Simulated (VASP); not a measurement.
# ZnRe (P-6m2) in VASP: single point with PBEsol

Aim: the single point of ZnRe with PBEsol.

Program: VASP 6.6.1. These are calculated values, not measurements. Logs are shortened: lines on timing, memory, paths and dates and some standing lists are left out, and cuts for length are marked.

## (1) The cell of the first run

Symmetry: P-6m2, No. 187, hexagonal system. The conventional cell has a = 2.748 Å, b = 2.748 Å, c = 4.494 Å, α = 90.00°, β = 90.00°, γ = 120.00°. Zn (site symmetry -6m2) has 6 Zn at 2.75 Å and 6 Re at 2.75 Å within 3.6 Å. Re (site symmetry -6m2) has 6 Re at 2.75 Å and 6 Zn at 2.75 Å within 3.6 Å.

## (2) Single point, PBEsol, collinear spin

POSCAR

```
ZnRe
1.0
    2.7482183437      0.0000000000      0.0000000000
   -1.3741091718      2.3800269008      0.0000000000
    0.0000000000      0.0000000000      4.4940660000
Zn Re
1 1
Direct
    0.0000000000      0.0000000000      0.0000000000
    0.3333333333      0.6666666667      0.5000000000
```

INCAR.step1

```
PREC = Accurate ; ENCUT = 520
EDIFF = 1E-6 ; ISMEAR = -1
SIGMA = 0.08 ; LREAL = F
LASPH = T ; NELM = 150
ALGO = Normal ; ISIF = 2
LWAVE = F ; LCHARG = T
ISPIN = 2 ; MAGMOM = 0 1.5
LMAXMIX = 4 ; GGA = PS
NBANDS = 20
```

KPOINTS.step1

```
Automatic mesh
0
Gamma
  16 16 9
```

INCAR.step2

```
PREC = Accurate ; ENCUT = 520
EDIFF = 1E-6 ; ISMEAR = -5
SIGMA = 0.08 ; LREAL = F
LASPH = T ; NELM = 150
ALGO = Normal ; ISIF = 2
LWAVE = F ; LCHARG = F
ISPIN = 2 ; MAGMOM = 0 1.5
LORBIT = 11 ; LMAXMIX = 4
GGA = PS ; NBANDS = 20
NEDOS = 2001 ; ICHARG = 11
```

KPOINTS.step2

```
Automatic mesh
0
Gamma
  24 24 14
```

Potentials or basis: VASP PAW PBE potentials, release 64 (Zn, Re).

Command:

```sh
cat potpaw_PBE.64/Zn/POTCAR potpaw_PBE.64/Re/POTCAR > POTCAR
cp INCAR.step1 INCAR
cp KPOINTS.step1 KPOINTS
mpirun -np 1 vasp_std > vasp.out
cp INCAR.step2 INCAR
cp KPOINTS.step2 KPOINTS
mpirun -np 1 vasp_std > vasp.out
```

OUTCAR:

```text
PREC = Accurate
   ENCUT = 520
   EDIFF = 1E-6
   ISMEAR = -5
   LREAL = F
   LASPH = T
   NELM = 150
   ISIF = 2
   ISPIN = 2
   LORBIT = 11
   GGA = PS
   ICHARG = 11

 ion  position               nearest neighbor table
   1  0.000  0.000  0.000-   2 2.75   2 2.75   2 2.75   2 2.75   2 2.75   2 2.75
   2  0.333  0.667  0.500-   1 2.75   1 2.75   1 2.75   1 2.75   1 2.75   1 2.75

  LATTYP: Found a hexagonal cell.
 ALAT       =     2.7482183437
 C/A-ratio  =     1.6352652657

  Lattice vectors:

 A1 = (   2.7482183437,   0.0000000000,   0.0000000000)
 A2 = (  -1.3741091718,   2.3800269008,   0.0000000000)
 A3 = (   0.0000000000,   0.0000000000,   4.4940660000)

Analysis of symmetry for initial positions (statically):
=====================================================================
 Subroutine PRICEL returns:
 Original cell was already a primitive cell.

 Routine SETGRP: Setting up the symmetry group for a
 hexagonal supercell.

 Subroutine GETGRP returns: Found 12 space group operations
 (whereof 12 operations were pure point group operations)
 out of a pool of 24 trial point group operations.

The static configuration has the point symmetry D_3h.

Analysis of symmetry for dynamics (positions and initial velocities):
=====================================================================
 Subroutine PRICEL returns:
 Original cell was already a primitive cell.

 Routine SETGRP: Setting up the symmetry group for a
 hexagonal supercell.

 Subroutine GETGRP returns: Found 12 space group operations
 (whereof 12 operations were pure point group operations)
 out of a pool of 24 trial point group operations.

The dynamic configuration has the point symmetry D_3h.

Analysis of structural, dynamic, and magnetic symmetry:
=====================================================================
 Subroutine PRICEL returns:
 Original cell was already a primitive cell.

 Routine SETGRP: Setting up the symmetry group for a
 hexagonal supercell.

 Subroutine GETGRP returns: Found 12 space group operations
 (whereof 12 operations were pure point group operations)
 out of a pool of 24 trial point group operations.

The overall configuration has the point symmetry D_3h.

 Subroutine INISYM returns: Found 12 space group operations
 (whereof 12 operations are pure point group operations),
 and found     1 'primitive' translations

[... 117 lines left out ...]
  volume/ion in A,a.u.               =      14.70        99.18
  Fermi-wavevector in a.u.,A,eV,Ry     =   1.415474  2.674858 27.260173  2.003566
  Thomas-Fermi vector in A             =   2.536909
   LORBIT       =     11    0 simple, 1 ext, 2 COOP (PROOUT), +10 PAW based schemes
   GGA     = PS    functional components
   LHFCALC =     F    Hartree Fock is set to
   AEXX    =    0.0000 exact exchange contribution
   IVDW    =     0    specifies the selected vdW correction
   LEPSILON=     F    determine dielectric tensor
   LRPA    =     F    only Hartree local field effects (RPA)
 spin polarized calculation
 Fermi weights with tetrahedron method with Bloechl corrections
  energy-cutoff  :      520.00
  volume of cell :       29.39
 maximum number of plane-waves:       804

 number of electron      19.0000012 magnetization      -0.0000696

 Free energy of the ion-electron system (eV)
  ---------------------------------------------------
  ext. energy  EPLUGINS =         0.00000000
  ---------------------------------------------------
  free energy    TOTEN  =       -14.44237460 eV

  energy without entropy =      -14.44237460  energy(sigma->0) =      -14.44237460

 E-fermi :   5.3368     XC(G=0): -12.9101

 val. band max:        5.4020133777   @ k =   0.3750   0.2500   0.5000
 cond. band min:       5.2578416213   @ k =   0.2083   0.2083   0.5000
 fundamental gap:     -0.1441717565
 Fermi energy:         5.3368073360

 spin component 1

 k-point     1 :       0.0000    0.0000    0.0000
  band No.  band energies     occupation
      1      -4.9244      1.00000
      2      -2.5378      1.00000
      3      -1.9009      1.00000
      4      -1.9009      1.00000
      5      -1.5195      1.00000
      6      -1.5195      1.00000
[... 541 lines left out ...]
     19      21.7781      0.00000
     20      24.5347      0.00000

 [... further k-points ...]

 spin component 2

 k-point     1 :       0.0000    0.0000    0.0000
  band No.  band energies     occupation
      1      -4.9244      1.00000
      2      -2.5378      1.00000
      3      -1.9009      1.00000
      4      -1.9009      1.00000
      5      -1.5195      1.00000
      6      -1.5195      1.00000
[... 541 lines left out ...]
     19      21.7781      0.00000
     20      24.5346      0.00000

 [... further k-points ...]

------------------------ aborting loop because EDIFF is reached ----------------------------------------

  FORCE on cell =-STRESS in cart. coord.  units (eV):
  Direction    XX          YY          ZZ          XY          YZ          ZX
  --------------------------------------------------------------------------------------
  -------------------------------------------------------------------------------------
  Total       -1.6767796     -1.6767796     -1.7047595     -0.0000000      0.0000000      0.0000000
  in kB      -91.3932267    -91.3932267    -92.9182811     -0.0000000      0.0000000      0.0000000
  external PRESSURE =     -91.9015781 kB  Pullay stress =       0.0000000 kB

 VOLUME and BASIS-vectors are now :
 -----------------------------------------------------------------------------
  energy-cutoff  :      520.00
  volume of cell :       29.39
      direct lattice vectors                 reciprocal lattice vectors
     2.748218344  0.000000000  0.000000000     0.363872107  0.210081659  0.000000000
    -1.374109172  2.380026901  0.000000000     0.000000000  0.420163318  0.000000000
     0.000000000  0.000000000  4.494066000     0.000000000  0.000000000  0.222515646

 POSITION                                       TOTAL-FORCE (eV/Angst)
 -----------------------------------------------------------------------------------
      0.00000      0.00000      0.00000        -0.000000      0.000000      0.000000
     -0.00000      1.58668      2.24703         0.000000     -0.000000      0.000000
 -----------------------------------------------------------------------------------
    total drift:                                0.000054     -0.000031      0.000000

  FREE ENERGIE OF THE ION-ELECTRON SYSTEM (eV)
  ---------------------------------------------------
  free  energy   TOTEN  =       -14.4423745977 eV

  energy  without entropy=      -14.4423745977  energy(sigma->0) =      -14.44237460

 total charge

# of ion       s       p       d       tot
------------------------------------------
    1        0.600   0.547   9.743  10.891
    2        0.580   0.591   4.732   5.903
--------------------------------------------------
tot          1.180   1.139  14.475  16.794

 magnetization (x)

# of ion       s       p       d       tot
------------------------------------------
    1        0.000   0.000  -0.000   0.000
    2       -0.000  -0.000  -0.000  -0.000
--------------------------------------------------
tot         -0.000   0.000  -0.000  -0.000
```

OUTCAR.step1:

```text
PREC = Accurate
   ENCUT = 520
   EDIFF = 1E-6
   ISMEAR = -1
   LREAL = F
[... 1349 lines left out ...]
      0.00000      0.00000      0.00000         0.000000      0.000000      0.000000
     -0.00000      1.58668      2.24703         0.000000      0.000000      0.000000
 -----------------------------------------------------------------------------------
    total drift:                                0.000000     -0.000000      0.000000

  FREE ENERGIE OF THE ION-ELECTRON SYSTEM (eV)
  ---------------------------------------------------
  free  energy   TOTEN  =       -14.4543996673 eV

  energy  without entropy=      -14.4283422056  energy(sigma->0) =      -14.44137094
```

Wall time 3 min (1 thread of AMD EPYC 9R45 (Zen 5), shared host); peak memory 0.52 GiB.

What came out:

```
Net moment                                            : 0.00 μB per cell
Valence electrons inside the program's atomic spheres : Zn 10.89; Re 5.90
```

Levels at points of the mesh, in eV from the Fermi level:
Spin up:
| k point | band 6 | band 7 | band 8 | band 9 | band 10 | band 11 | band 12 | band 13 |
| --- | --- | --- | --- | --- | --- | --- | --- | --- |
| (0.00, 0.00, 0.00) | -6.86 | -4.99 | -1.53 | -1.23 | -1.23 | 1.71 | 1.71 | 4.74 |
| (0.50, 0.00, 0.00) | -5.35 | -3.97 | -3.24 | -1.62 | 0.75 | 4.19 | 4.99 | 6.38 |
| (0.00, 0.00, 0.50) | -6.86 | -6.86 | -3.10 | -1.15 | -1.15 | 1.64 | 1.64 | 9.53 |
| (0.50, 0.00, 0.50) | -5.16 | -4.58 | -1.37 | -0.45 | 0.26 | 1.14 | 4.10 | 4.20 |
Spin down:
```csv
k point,band 7,band 8,band 9,band 10,band 11,band 12
"(0.00, 0.00, 0.00)",-4.99,-1.53,-1.23,-1.23,1.71,1.71
"(0.50, 0.00, 0.00)",-3.97,-3.24,-1.62,0.75,4.19,4.99
"(0.00, 0.00, 0.50)",-6.86,-3.10,-1.15,-1.15,1.64,1.64
"(0.50, 0.00, 0.50)",-4.58,-1.37,-0.45,0.26,1.14,4.10
```

Caveat: the PAW data sets were made with another functional, which shifts forces and pressure a little; spin-orbit coupling is left out, which moves the levels of the heavy elements.
